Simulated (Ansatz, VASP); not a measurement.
# Al2Au: VASP beside Ansatz

```
Al Au
1.0
     0.00000    3.03039    3.03039
     3.03039    0.00000    3.03039
     3.03039    3.03039    0.00000
Al Au
2 1
Direct
  0.25000 0.25000 0.25000
  0.75000 0.75000 0.75000
  0.00000 0.00000 0.00000
```

Alike in both runs: functional PBE; k mesh 12 × 12 × 12; occupations gaussian, width 0.1 eV; no spin polarisation.

Ansatz relaxed the structure, and its values are those at the end. VASP's run is a single point on that final structure, the one shown.

|  | VASP | Ansatz |
| --- | --- | --- |
| version | VASP 6.6.1 | Ansatz 0.2.0 |
| potentials or method | VASP PAW PBE potentials, release 64 (Al, Au), cutoff 520 eV | scalar-relativistic, plane waves, PAW |
| valence electrons in the cell | 17 | 25 |

```csv
,VASP,Ansatz,Ansatz less VASP
gap on the k mesh at the Fermi level (eV),none,none,-
pressure (GPa),-0.3,0.0,+0.26
```

A gap of «none» marks a metal or a gap that the smearing closes. VASP's potentials hold 17 valence electrons a cell and Ansatz's 25, so a difference there can come from the potentials and not from the codes.

Neither program's run includes spin-orbit coupling.
